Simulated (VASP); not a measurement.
# LiSi16 (a cell with a defect) in VASP: notebook, part 2 of 2

VASP 6.6.1. The steps go on from the part before.

### 3 Single point, PBE

Input file INCAR:

```
SYSTEM = LiSi16
ALGO     = Normal         ! electronic algorithm
EDIFF    = 1E-6           ! SCF threshold, eV
ENCUT    = 520            ! plane-wave cutoff, eV
GGA      = PE             ! functional
ISIF     = 2              ! what is computed and relaxed
ISMEAR   = 0              ! smearing method
LASPH    = .True.         ! aspherical terms in the spheres
LCHARG   = .False.        ! write CHGCAR
LREAL    = Auto         
LWAVE    = .False.        ! write WAVECAR
NBANDS   = 48             ! bands
NELECT   = 66.0         
NELM     = 80             ! most SCF steps
PREC     = Accurate       ! precision mode
SIGMA    = 0.02           ! smearing width, eV
```

Input file KPOINTS:

```
k-points
0
Gamma
  2 2 2
  0 0 0
```

Input file POSCAR:

```
LiSi16
1.0
    0.0000000000      5.4300000000      5.4300000000
    5.4300000000      0.0000000000      5.4300000000
    5.4300000000      5.4300000000      0.0000000000
Si Li
16 1
Direct
    0.0011593923      0.0007024862      0.0010719153
    0.1253306630      0.1248995396      0.1252470534
    0.0011710866      0.0007257827      0.4977882136
    0.1233975138      0.1228986188      0.6272291897
    0.0011698895      0.4974424494      0.0010837017
    0.1233887661      0.6268578269      0.1232922652
   -0.0064251381      0.5021573665      0.5025413444
    0.1234099448      0.6268861878      0.6272432781
    0.4978713628      0.0007264273      0.0010857274
    0.6273168508      0.1229017495      0.1233045120
    0.5026562615     -0.0069794659      0.5025656538
    0.6273330571      0.1229363720      0.6272479742
    0.5026378453      0.5021630755     -0.0065334254
    0.6273297422      0.6268875691      0.1233183241
    0.5026734807      0.5022088398      0.5025841621
    0.6254284530      0.6248708103      0.6253194291
    0.3754566298      0.3748638122      0.3753409761
```

Potentials or basis: VASP PAW PBE potentials, release 64 (Si, Li_sv).

Started as:

```sh
$ cat potpaw_PBE.64/Si/POTCAR potpaw_PBE.64/Li_sv/POTCAR > POTCAR
$ mpirun -np 1 vasp_std > vasp.out
```

OUTCAR:

```text
SYSTEM = LiSi16
   EDIFF = 1E-6
   ENCUT = 520
   GGA = PE
   ISIF = 2
   ISMEAR = 0
   LASPH = .True.
   LREAL = Auto
   NELECT = 66.0
   NELM = 80
   PREC = Accurate

 ion  position               nearest neighbor table
   1  0.001  0.001  0.001-   2 2.34  10 2.34   4 2.34   6 2.34
   2  0.125  0.125  0.125-   9 2.34   3 2.34   5 2.34   1 2.34
   3  0.001  0.001  0.498-   2 2.34  12 2.34   8 2.34   4 2.34
   4  0.123  0.123  0.627-   3 2.34   1 2.34   7 2.38  11 2.38  17 2.74
   5  0.001  0.497  0.001-   2 2.34  14 2.34   8 2.34   6 2.34
   6  0.123  0.627  0.123-   5 2.34   1 2.34   7 2.38  13 2.38  17 2.74
   7  0.994  0.502  0.503-  16 2.31   6 2.38   4 2.38   8 2.38  17 2.39
   8  0.123  0.627  0.627-   3 2.34   5 2.34  15 2.38   7 2.38  17 2.74
   9  0.498  0.001  0.001-   2 2.34  12 2.34  14 2.34  10 2.34
  10  0.627  0.123  0.123-   9 2.34   1 2.34  13 2.38  11 2.38  17 2.74
  11  0.503  0.993  0.503-  16 2.31   4 2.38  10 2.38  12 2.38  17 2.39
  12  0.627  0.123  0.627-   9 2.34   3 2.34  15 2.38  11 2.38  17 2.74
  13  0.503  0.502  0.993-  16 2.31   6 2.38  10 2.38  14 2.38  17 2.39
  14  0.627  0.627  0.123-   9 2.34   5 2.34  15 2.38  13 2.38  17 2.74
  15  0.503  0.502  0.503-  16 2.31   8 2.38  14 2.38  12 2.38  17 2.39
[... 212 lines left out ...]
      3      -3.6722      2.00000
      4      -3.6116      2.00000
      5      -3.6116      2.00000
      6      -3.6116      2.00000
[... 373 lines left out ...]
     44      10.3331      0.00000
     45      10.4011      0.00000
 [bands above 45 left out]

------------------------ aborting loop because EDIFF is reached ----------------------------------------

  FORCE on cell =-STRESS in cart. coord.  units (eV):
  Direction    XX          YY          ZZ          XY          YZ          ZX
  --------------------------------------------------------------------------------------
  -------------------------------------------------------------------------------------
  Total       -1.1458346     -1.1457289     -1.1454615     -0.0002870     -0.0001343      0.0012882
  in kB       -5.7332784     -5.7327494     -5.7314114     -0.0014362     -0.0006721      0.0064457
  external PRESSURE =      -5.7324798 kB  Pullay stress =       0.0000000 kB

 VOLUME and BASIS-vectors are now :
 -----------------------------------------------------------------------------
  energy-cutoff  :      520.00
  volume of cell :      320.21
      direct lattice vectors                 reciprocal lattice vectors
     0.000000000  5.430000000  5.430000000    -0.092081031  0.092081031  0.092081031
     5.430000000  0.000000000  5.430000000     0.092081031 -0.092081031  0.092081031
     5.430000000  5.430000000  0.000000000     0.092081031  0.092081031 -0.092081031

 POSITION                                       TOTAL-FORCE (eV/Angst)
 -----------------------------------------------------------------------------------
      0.00964      0.01212      0.01011        -0.000681     -0.000672     -0.000426
      1.35830      1.36064      1.35875        -0.000342     -0.002428     -0.000774
      2.70693      2.70935      0.01030         0.000404      0.000875     -0.000419
      4.07319      4.07590      1.33739         0.000571      0.000848      0.000702
      2.70700      0.01224      2.70747         0.000586     -0.000571      0.000381
      4.07332      1.33948      4.07384         0.000268      0.001192      0.000175
[... 9 lines left out ...]
      6.78853      6.79156      6.78912        -0.000719     -0.003915     -0.001388
      4.07361      4.07683      4.07424        -0.000079     -0.001193     -0.000278
 -----------------------------------------------------------------------------------
    total drift:                               -0.004079     -0.002267     -0.003446

  FREE ENERGIE OF THE ION-ELECTRON SYSTEM (eV)
  ---------------------------------------------------
  free  energy   TOTEN  =       -93.5140217180 eV

  energy  without entropy=      -93.5140217180  energy(sigma->0) =      -93.51402172
```

Wall time 2.6 min (1 thread of Intel Xeon 6975P-C (Granite Rapids), shared host); peak memory 0.48 GiB.

What came out:

```yaml
Free_energy: -93.5140 eV
Largest_force: 0.006 eV/Å
```

Forces in eV/Å, atoms in the order of the input:
```
Si  -0.001 -0.001  0.000
Si   0.000 -0.002 -0.001
Si   0.000  0.001  0.000
Si   0.001  0.001  0.001
Si   0.001 -0.001  0.000
Si   0.000  0.001  0.000
Si   0.004 -0.004 -0.004
Si   0.000  0.001  0.000
Si   0.000  0.001  0.000
Si   0.000  0.001  0.001
Si  -0.003  0.003 -0.003
Si   0.000  0.003  0.000
Si  -0.004 -0.003  0.004
Si   0.000  0.001  0.001
Si   0.002  0.004  0.002
Si  -0.001 -0.004 -0.001
Li   0.000 -0.001  0.000
```

Levels at points of the mesh, in eV from the Fermi level:
| k point | band 29 | band 30 | band 31 | band 32 | band 33 | band 34 | band 35 | band 36 | band 37 | band 38 |
| --- | --- | --- | --- | --- | --- | --- | --- | --- | --- | --- |
| (0.00, 0.00, 0.00) | -1.32 | -1.32 | -0.19 | -0.19 | -0.19 | 0.45 | 0.45 | 0.45 | 0.52 | 0.52 |
| (0.50, 0.00, 0.00) | -2.30 | -1.01 | -1.01 | -0.92 | -0.92 | 1.01 | 1.21 | 1.21 | 1.40 | 1.40 |
| (0.00, 0.50, 0.00) | -2.30 | -1.01 | -1.01 | -0.92 | -0.92 | 1.01 | 1.21 | 1.21 | 1.40 | 1.40 |
| (0.00, 0.00, 0.50) | -2.30 | -1.01 | -1.01 | -0.92 | -0.92 | 1.01 | 1.21 | 1.21 | 1.40 | 1.40 |
| (0.50, 0.50, 0.50) | -2.30 | -1.01 | -1.01 | -0.92 | -0.92 | 1.01 | 1.21 | 1.21 | 1.40 | 1.40 |
| (0.50, 0.50, 0.00) | -2.10 | -1.55 | -1.55 | -1.51 | -1.47 | 0.88 | 0.94 | 2.00 | 2.12 | 2.12 |
| (0.00, 0.50, 0.50) | -2.10 | -1.55 | -1.55 | -1.51 | -1.47 | 0.88 | 0.94 | 2.00 | 2.12 | 2.12 |
| (0.50, 0.00, 0.50) | -2.10 | -1.55 | -1.55 | -1.51 | -1.47 | 0.88 | 0.94 | 2.00 | 2.12 | 2.12 |

Caveat: the k points lie up to 0.50 Å⁻¹ apart; the cell carries a net charge on a neutralising background, which shifts energy and pressure; the cell is charged against a uniform background, so pressure and absolute levels hang on convention; the cutoff is under 1.25 times the usual one of these potentials, so pressure, stress and relaxed cells hold a basis-set (Pulay) error.

### 4 Single point, PBE

Input file INCAR:

```
PREC = Accurate
ENCUT = 520
EDIFF = 1E-6
ISMEAR = 0
SIGMA = 0.02
LREAL = Auto
LASPH = True
NELM = 100
ALGO = Normal
ISIF = 2
LWAVE = False
LCHARG = False
GGA = PE
NELECT = 66.0
NBANDS = 48
```

Input file KPOINTS:

```
Automatic mesh
0
Gamma
  2 2 2
```

POSCAR is that of step 3.

Potentials or basis: VASP PAW PBE potentials, release 64 (Si, Li_sv).

Started as:

```sh
$ cat potpaw_PBE.64/Si/POTCAR potpaw_PBE.64/Li_sv/POTCAR > POTCAR
$ mpirun -np 1 vasp_std > vasp.out
```

OUTCAR:

```text
PREC = Accurate
   ENCUT = 520
   EDIFF = 1E-6
   ISMEAR = 0
   LREAL = Auto
   LASPH = True
   NELM = 100
   ISIF = 2
   GGA = PE
   NELECT = 66.0

 ion  position               nearest neighbor table
   1  0.001  0.001  0.001-   2 2.34  10 2.34   4 2.34   6 2.34
   2  0.125  0.125  0.125-   9 2.34   3 2.34   5 2.34   1 2.34
   3  0.001  0.001  0.498-   2 2.34  12 2.34   8 2.34   4 2.34
   4  0.123  0.123  0.627-   3 2.34   1 2.34   7 2.38  11 2.38  17 2.74
   5  0.001  0.497  0.001-   2 2.34  14 2.34   8 2.34   6 2.34
   6  0.123  0.627  0.123-   5 2.34   1 2.34   7 2.38  13 2.38  17 2.74
   7  0.994  0.502  0.503-  16 2.31   6 2.38   4 2.38   8 2.38  17 2.39
   8  0.123  0.627  0.627-   3 2.34   5 2.34  15 2.38   7 2.38  17 2.74
   9  0.498  0.001  0.001-   2 2.34  12 2.34  14 2.34  10 2.34
  10  0.627  0.123  0.123-   9 2.34   1 2.34  13 2.38  11 2.38  17 2.74
  11  0.503  0.993  0.503-  16 2.31   4 2.38  10 2.38  12 2.38  17 2.39
  12  0.627  0.123  0.627-   9 2.34   3 2.34  15 2.38  11 2.38  17 2.74
  13  0.503  0.502  0.993-  16 2.31   6 2.38  10 2.38  14 2.38  17 2.39
  14  0.627  0.627  0.123-   9 2.34   5 2.34  15 2.38  13 2.38  17 2.74
  15  0.503  0.502  0.503-  16 2.31   8 2.38  14 2.38  12 2.38  17 2.39
  16  0.625  0.625  0.625-   7 2.31  13 2.31  11 2.31  15 2.31
  17  0.375  0.375  0.375-  15 2.39  11 2.39  13 2.39   7 2.39  12 2.74  14 2.74   8 2.74  10 2.74
                             4 2.74   6 2.74

  LATTYP: Found a face centered cubic cell.
 ALAT       =    10.8600000000

  Lattice vectors:

 A1 = (   0.0000000000,   5.4300000000,   5.4300000000)
 A2 = (   5.4300000000,   0.0000000000,   5.4300000000)
 A3 = (   5.4300000000,   5.4300000000,   0.0000000000)

Analysis of symmetry for initial positions (statically):
=====================================================================
 Subroutine PRICEL returns:
 Original cell was already a primitive cell.

 Routine SETGRP: Setting up the symmetry group for a
 face centered cubic supercell.

 Subroutine GETGRP returns: Found  1 space group operations
 (whereof  1 operations were pure point group operations)
 out of a pool of 48 trial point group operations.

The static configuration has the point symmetry C_1 .

Analysis of symmetry for dynamics (positions and initial velocities):
=====================================================================
 Subroutine PRICEL returns:
 Original cell was already a primitive cell.

 Routine SETGRP: Setting up the symmetry group for a
 face centered cubic supercell.

 Subroutine GETGRP returns: Found  1 space group operations
 (whereof  1 operations were pure point group operations)
 out of a pool of 48 trial point group operations.

The dynamic configuration has the point symmetry C_1 .

 Subroutine INISYM returns: Found  1 space group operations
 (whereof  1 operations are pure point group operations),
 and found     1 'primitive' translations

----------------------------------------------------------------------------------------

[... 77 lines left out ...]
 Following reciprocal coordinates:
            Coordinates               Weight
  0.000000  0.000000  0.000000      1.000000
  0.500000  0.000000  0.000000      1.000000
  0.000000  0.500000  0.000000      1.000000
  0.000000  0.000000  0.500000      1.000000
  0.500000  0.500000  0.500000      1.000000
  0.500000  0.500000  0.000000      1.000000
  0.000000  0.500000  0.500000      1.000000
  0.500000  0.000000  0.500000      1.000000
   k-points           NKPTS =      8   k-points in BZ     NKDIM =      8   number of bands    NBANDS=     48
   number of dos      NEDOS =    301   number of ions     NIONS =     17
   total plane-waves  NPLWV = 216000
   dimension x,y,z NGX =    60 NGY =   60 NGZ =   60
   dimension x,y,z NGXF=   120 NGYF=  120 NGZF=  120
   ions per type =              16   1
   NGX,Y,Z   is equivalent  to a cutoff of  12.99, 12.99, 12.99 a.u.
   NGXF,Y,Z  is equivalent  to a cutoff of  25.98, 25.98, 25.98 a.u.
 SYSTEM =  unknown system
   PREC   = accura    normal or accurate (medium, high low for compatibility)
   ISTART =      0    job   : 0-new  1-cont  2-samecut
   ICHARG =      2    charge: 1-file 2-atom 10-const
   ISPIN  =      1    spin polarized calculation?
   LNONCOLLINEAR =      F non collinear calculations
   LSORBIT =      F    spin-orbit coupling
   LASPH  =      T    aspherical Exc in radial PAW
   ENCUT  =  520.0 eV  38.22 Ry    6.18 a.u.  14.28 14.28 14.28*2*pi/ulx,y,z
   NELM   =    100;   NELMIN=  2; NELMDL= -5     # of ELM steps
   EDIFF  = 0.1E-05   stopping-criterion for ELM
   LREAL  =      T    real-space projection
   EDIFFG = 0.1E-04   stopping-criterion for IOM
   NSW    =      0    number of steps for IOM
   IBRION =     -1    ionic relax: 0-MD 1-quasi-New 2-CG
   NFREE  =      0    steps in history (QN), initial steepest desc. (CG)
   ISIF   =      2    stress and relaxation
   ISYM   =      2    0-nonsym 1-usesym 2-fastsym
   POTIM  = 0.5000    time-step for ionic-motion
   TEBEG  =    0.0;   TEEND  =   0.0 temperature during run
   PSTRESS=    0.0 pullay stress
   NELECT =      66.0000    total number of electrons
   NUPDOWN=      -1.0000    fix difference up-down
   EMIN   =  10.00;   EMAX   =-10.00  energy-range for DOS
   EFERMI =   0.00;   METHOD = LEGACY
   ISMEAR =     0;   SIGMA  =   0.02  broadening in eV -4-tet -1-fermi 0-gaus
   EFERMI_NEDOS =   21; number of points for ismear=-14 and -15
   IALGO  =     38    algorithm
   IMIX   =      4    mixing-type and parameters
     AMIX     =   0.40;   BMIX     =  1.00
     AMIX_MAG =   1.60;   BMIX_MAG =  1.00
  volume/ion in A,a.u.               =      18.84       127.11
  Fermi-wavevector in a.u.,A,eV,Ry     =   0.967044  1.827449 12.723821  0.935174
  Thomas-Fermi vector in A             =   2.096897
   LORBIT       =      0    0 simple, 1 ext, 2 COOP (PROOUT), +10 PAW based schemes
   GGA     = PE    functional components
   LHFCALC =     F    Hartree Fock is set to
   AEXX    =    0.0000 exact exchange contribution
   IVDW    =     0    specifies the selected vdW correction
   LEPSILON=     F    determine dielectric tensor
   LRPA    =     F    only Hartree local field effects (RPA)
 non-spin polarized calculation
 Gauss-broadening in eV      SIGMA  =   0.02
  energy-cutoff  :      520.00
  volume of cell :      320.21
 maximum number of plane-waves:      8646
 NGX is ok and might be reduce to    60
   NGX = 29   NGY = 29   NGZ = 29

 number of electron      65.9999997 magnetization

 Free energy of the ion-electron system (eV)
  ---------------------------------------------------
  ext. energy  EPLUGINS =         0.00000000
  ---------------------------------------------------
  free energy    TOTEN  =       -93.51402172 eV

  energy without entropy =      -93.51402172  energy(sigma->0) =      -93.51402172

 E-fermi :   6.2349     XC(G=0):  -9.4410

 val. band max:        6.0412421169   @ k =   0.0000   0.0000   0.0000
 cond. band min:       6.6839051237   @ k =   0.0000   0.0000   0.0000
 fundamental gap:      0.6426630068
 Fermi energy:         6.2349215309

 k-point     1 :       0.0000    0.0000    0.0000
  band No.  band energies     occupation
      1     -40.3797      2.00000
      2      -5.9235      2.00000
      3      -3.6722      2.00000
      4      -3.6116      2.00000
      5      -3.6116      2.00000
      6      -3.6116      2.00000
[... 373 lines left out ...]
     44      10.3331      0.00000
     45      10.4011      0.00000
 [bands above 45 left out]

------------------------ aborting loop because EDIFF is reached ----------------------------------------

  FORCE on cell =-STRESS in cart. coord.  units (eV):
  Direction    XX          YY          ZZ          XY          YZ          ZX
  --------------------------------------------------------------------------------------
  -------------------------------------------------------------------------------------
  Total       -1.1458346     -1.1457289     -1.1454615     -0.0002870     -0.0001344      0.0012882
  in kB       -5.7332784     -5.7327493     -5.7314113     -0.0014361     -0.0006722      0.0064458
  external PRESSURE =      -5.7324797 kB  Pullay stress =       0.0000000 kB

 VOLUME and BASIS-vectors are now :
 -----------------------------------------------------------------------------
  energy-cutoff  :      520.00
  volume of cell :      320.21
      direct lattice vectors                 reciprocal lattice vectors
     0.000000000  5.430000000  5.430000000    -0.092081031  0.092081031  0.092081031
     5.430000000  0.000000000  5.430000000     0.092081031 -0.092081031  0.092081031
     5.430000000  5.430000000  0.000000000     0.092081031  0.092081031 -0.092081031

 POSITION                                       TOTAL-FORCE (eV/Angst)
 -----------------------------------------------------------------------------------
      0.00964      0.01212      0.01011        -0.000681     -0.000672     -0.000426
      1.35830      1.36064      1.35875        -0.000342     -0.002428     -0.000774
      2.70693      2.70935      0.01030         0.000404      0.000875     -0.000419
      4.07319      4.07590      1.33739         0.000571      0.000848      0.000702
      2.70700      0.01224      2.70747         0.000586     -0.000571      0.000381
      4.07332      1.33948      4.07384         0.000268      0.001192      0.000175
[... 9 lines left out ...]
      6.78853      6.79156      6.78912        -0.000719     -0.003915     -0.001388
      4.07361      4.07683      4.07424        -0.000079     -0.001193     -0.000278
 -----------------------------------------------------------------------------------
    total drift:                               -0.004079     -0.002267     -0.003446

  FREE ENERGIE OF THE ION-ELECTRON SYSTEM (eV)
  ---------------------------------------------------
  free  energy   TOTEN  =       -93.5140217181 eV

  energy  without entropy=      -93.5140217181  energy(sigma->0) =      -93.51402172
```

Run time: 8.2 min. Hardware: 1 thread of Oxide Virtual Turin-like, shared host; peak memory 0.43 GiB.

Results:

| Property | Result |
| --- | --- |
| Free energy | -93.5140 eV |
| Largest force | 0.006 eV/Å |

Forces on the atoms (eV/Å):
```
Si  -0.001 -0.001  0.000
Si   0.000 -0.002 -0.001
Si   0.000  0.001  0.000
Si   0.001  0.001  0.001
Si   0.001 -0.001  0.000
Si   0.000  0.001  0.000
Si   0.004 -0.004 -0.004
Si   0.000  0.001  0.000
Si   0.000  0.001  0.000
Si   0.000  0.001  0.001
Si  -0.003  0.003 -0.003
Si   0.000  0.003  0.000
Si  -0.004 -0.003  0.004
Si   0.000  0.001  0.001
Si   0.002  0.004  0.002
Si  -0.001 -0.004 -0.001
Li   0.000 -0.001  0.000
```

Caveat: the k points lie up to 0.50 Å⁻¹ apart; the cell carries a net charge on a neutralising background, which shifts energy and pressure; the cell is charged against a uniform background, so pressure and absolute levels hang on convention; the cutoff is under 1.25 times the usual one of these potentials, so pressure, stress and relaxed cells hold a basis-set (Pulay) error.
